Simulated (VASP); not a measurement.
A run of VASP 6.6.1 is set up as follows.

File POSCAR:

```
Ag
1.0
    2.1445261987      2.1445261987      0.0000000000
   -2.1445261987      2.1445261987      0.0000000000
    0.0000000000      0.0000000000      3.8094907299
Ag
2
Direct
    0.0000000000      0.0000000000      0.0000000000
    0.5000000000      0.5000000000      0.5000000000
```

INCAR.step1

```
SYSTEM = Ag
PREC = Accurate ; ENCUT = 520
ISMEAR = 0 ; SIGMA = 0.1
LREAL = .False. ; LASPH = .True.
NELM = 80 ; NBANDS = 18
GGA = PE ; ALGO = Normal
EDIFF = 1E-4 ; LWAVE = .True.
LCHARG = .False.
```

File INCAR.step2:

```
SYSTEM = Ag
PREC = Accurate ; ENCUT = 520
EDIFF = 1E-6 ; ISMEAR = 0
SIGMA = 0.1 ; LREAL = .False.
LASPH = .True. ; NELM = 80
ALGO = Normal ; ISIF = 2
LWAVE = .False. ; LCHARG = .False.
METAGGA = R2SCAN ; LMIXTAU = .True.
NBANDS = 18 ; ISTART = 1
```

Contents of KPOINTS:

```
regular mesh
0
Gamma
  18 18 12
  0 0 0
```

Potentials or basis: VASP PAW PBE potentials, release 64 (Ag).

Command:

```console
$ cat potpaw_PBE.64/Ag/POTCAR > POTCAR
$ cp INCAR.step1 INCAR
$ mpirun -np 1 vasp_std > vasp.out
$ cp INCAR.step2 INCAR
$ mpirun -np 1 vasp_std > vasp.out
```

(1) Predict the band gap on the k mesh.

(2) Predict the pressure.

Results:

(1) zero (bands 11 and 12 overlap by 9.53 eV).

(2) -0.9 GPa.

Caveat: the cell differs from its parent crystal (biaxial strain in the a-b plane: +4.5 %, then relaxed in part); the PAW data sets were made with another functional, which shifts forces and pressure a little.
